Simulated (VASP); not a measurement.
A run of VASP 6.6.1 is set up as follows.

Contents of INCAR:

```
  ALGO = Normal
  EDIFF = 1E-8
  ENCUT = 520
  GGA = CA
  ISIF = 2
  ISMEAR = -1
  LASPH = True
  LCHARG = False
  LEFG = True
  LREAL = False
  LWAVE = False
  NBANDS = 14
  NELM = 60
  PREC = Accurate
  SIGMA = 0.03
```

KPOINTS

```
k-points
0
Gamma
  10 10 10
```

POSCAR

```
HfN
1.0
    0.0000000000      2.3041800000      2.2590000000
    2.3041800000      0.0000000000      2.2590000000
    2.3041800000      2.3041800000      0.0000000000
Hf N
1 1
Direct
    0.0000000000      0.0000000000      0.0000000000
    0.5000000000      0.5000000000      0.5000000000
```

Potentials or basis: VASP PAW LDA potentials, release 64 (Hf_pv, N).

Command:

```sh
$ cat potpaw_LDA.64/Hf_pv/POTCAR potpaw_LDA.64/N/POTCAR > POTCAR
$ mpirun -np 1 vasp_std > vasp.out
```

Q: Estimate the pressure.

A: -19.8 GPa.

Stress tensor (GPa, compression positive):
```
-22.10   0.00   0.00
  0.00 -22.10   0.00
  0.00   0.00 -15.32
```

Caveat: the cell differs from its parent crystal (equal xx and yy strain of +2 %); without QUAD_EFG the Cq values of the log hold for a quadrupole moment of 1 mb, not for the nuclei.
